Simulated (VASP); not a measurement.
Runs of VASP 6.6.1 on Al. It takes space group Fm-3m (No. 225, cubic). The conventional cell has a = 4.039 Å, b = 4.039 Å, c = 4.039 Å, α = 90.00°, β = 90.00°, γ = 90.00°. Al (site symmetry m-3m) has 12 Al at 2.86 Å within 3.8 Å. 

```tsv
task	level	potentials or basis	k mesh	cutoff (eV)	smearing	k mesh for the DOS	occupations for the DOS	gap on the mesh (eV)	pressure (GPa)
single point	PBE	VASP PAW PBE potentials, release 64 (Al)	6 × 6 × 6	500	gaussian 0.1 eV	-	-	none	(a)
single point	PBE	VASP PAW PBE potentials, release 64 (Al)	10 × 10 × 10	500	gaussian 0.1 eV	-	-	none	-0.1
single point	BLYP	VASP PAW PBE potentials, release 64 (Al)	2 × 2 × 2	520	gaussian 0.1 eV	-	-	none	-3.2
single point	PBE	VASP PAW PBE potentials, release 64 (Al)	3 × 3 × 3	500	methfessel-paxton 0.2 eV	-	-	none	-0.6
single point	PBE	VASP PAW PBE potentials, release 64 (Al)	10 × 10 × 10	500	methfessel-paxton 0.038 eV	-	-	none	-0.2
single point	PBE	VASP PAW PBE potentials, release 64 (Al)	4 × 4 × 4	500	gaussian 0.1 eV	-	-	none	(b)
```

Alike in all rows: no spin polarisation; cell as given.

Problem. Estimate the missing entries.

Solution. (a) 0.6; (b) 0.9.

Caveats: some runs use coarse meshes; the PAW data sets were made with another functional, which shifts forces and pressure a little (some runs).

A gap of «none» marks levels without a gap at the run's occupations.
